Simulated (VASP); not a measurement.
Here is a VASP 6.6.1 calculation.

The input INCAR:

```
PREC     = Accurate       # precision mode
ENCUT    = 520            # plane-wave cutoff, eV
EDIFF    = 1E-6           # SCF threshold, eV
ISMEAR   = 0              # smearing method
SIGMA    = 0.05           # smearing width, eV
LREAL    = F              # projectors in reciprocal space
LASPH    = T              # aspherical terms in the spheres
NELM     = 150            # most SCF steps
ALGO     = Normal         # electronic algorithm
ISIF     = 2              # what is computed and relaxed
LWAVE    = F              # write WAVECAR
LCHARG   = F              # write CHGCAR
ISPIN    = 2              # spin polarisation
MAGMOM   = 3 2 0 0        # initial moments
LORBIT   = 11             # projections on sites
LMAXMIX  = 4              # l up to which the mixer works
LDAU     = T              # DFT+U
LDAUTYPE = 2            
LDAUL    = 2 -1 -1        # shell
LDAUU    = 3.3 0 0        # U, eV
LDAUJ    = 0 0 0        
LDAUPRINT= 1            
GGA      = PE             # functional
NBANDS   = 28             # bands
```

File KPOINTS:

```
regular mesh
0
Gamma
  6 6 6
```

File POSCAR:

```
CoPdO2
1.0
    1.4224998091      0.8212806477      5.9600012628
   -1.4224998091      0.8212806477      5.9600012628
    0.0000000000     -1.6425612954      5.9600012628
Co Pd O
1 1 2
Direct
    0.5000000000      0.5000000000      0.5000000000
    0.0000000000      0.0000000000      0.0000000000
    0.1121500000      0.1121500000      0.1121500000
    0.8878500000      0.8878500000      0.8878500000
```

Potentials or basis: VASP PAW PBE potentials, release 64 (Co, Pd, O).

Launch:

```sh
$ cat potpaw_PBE.64/Co/POTCAR potpaw_PBE.64/Pd/POTCAR potpaw_PBE.64/O/POTCAR > POTCAR
$ mpirun -np 1 vasp_std > vasp.out
```

Problem. What does it give for the site moments?

Solution. Co +2.23; Pd -0.12; O +0.05 μB.

Problem. What does it give for the pressure?

Solution. 14.9 GPa.

Problem. Estimate the net moment.

Solution. 2.22 μB per cell.

Stress tensor (GPa, compression positive):
```
17.11  0.00  0.00
 0.00 17.11  0.00
 0.00  0.00 10.61
```

Caveat: the k points lie up to 0.43 Å⁻¹ apart; a cell with one magnetic atom can't hold antiferromagnetic order, which such compounds often take. The state reached can hang on the start; a lower one may exist.
